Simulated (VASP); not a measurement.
**TaN: relaxation of shape and atoms at fixed volume with PBE**

Crystal: TaN.

```
Ta N
1.0
     2.97940    0.00000    0.00000
    -1.48970    2.58023    0.00000
     0.00000    0.00000    2.92646
Ta N
1 1
Direct
  0.33333 0.66667 0.50000
  0.00000 0.00000 0.00000
```

| Quantity | Value |
| --- | --- |
| Program | VASP 6.6.1 |
| Task | relaxation of shape and atoms at fixed volume |
| Functional | PBE |
| Potentials or basis | VASP PAW PBE potentials, release 64 (Ta_pv, N) |
| Cutoff | 600 eV |
| k mesh | 18 × 18 × 14 |
| Occupations | gaussian, width 0.1 eV |
| Spin | no spin polarisation |
| Dipole correction | no |
| Further INCAR settings | ALGO = Normal; EDIFF = 1e-07; IBRION = 2; EDIFFG = -0.01; NSW = 50; ISIF = 4 |

The energy gained by relaxing is 0.0 meV/atom. The ionic steps are 3 and the pressure after relaxing is -8.9 GPa. The band gap on the k mesh is zero (bands 8 and 9 overlap by 0.29 eV).

Final structure:
```
Ta N
1.0
     2.98092    0.00000    0.00000
    -1.49046    2.58156    0.00000
     0.00000    0.00000    2.92346
Ta N
1 1
Direct
  0.33333 0.66667 0.50000
  0.00000 0.00000 0.00000
```

Levels at points of the mesh, in eV from the Fermi level:
```tsv
k point	band 5	band 6	band 7	band 8	band 9	band 10	band 11	band 12
(0.00, 0.00, 0.00)	-4.38	-4.38	-4.01	-2.86	1.89	3.40	3.40	3.77
(0.50, 0.00, 0.00)	-8.04	-4.97	-3.30	-3.10	2.85	3.77	4.98	4.99
(0.00, 0.00, 0.50)	-9.08	-3.60	-3.60	-0.07	-0.07	2.29	3.20	3.20
(0.50, 0.00, 0.50)	-7.07	-6.01	-5.44	-0.44	3.86	5.03	5.67	6.69
```

Run time: 58 s on 1 thread of Intel(R) Xeon(R) 6975P-C (Granite Rapids) (shared host), peak memory 0.23 GiB.

Caveat: spin-orbit coupling is left out, which moves the levels of the heavy elements.
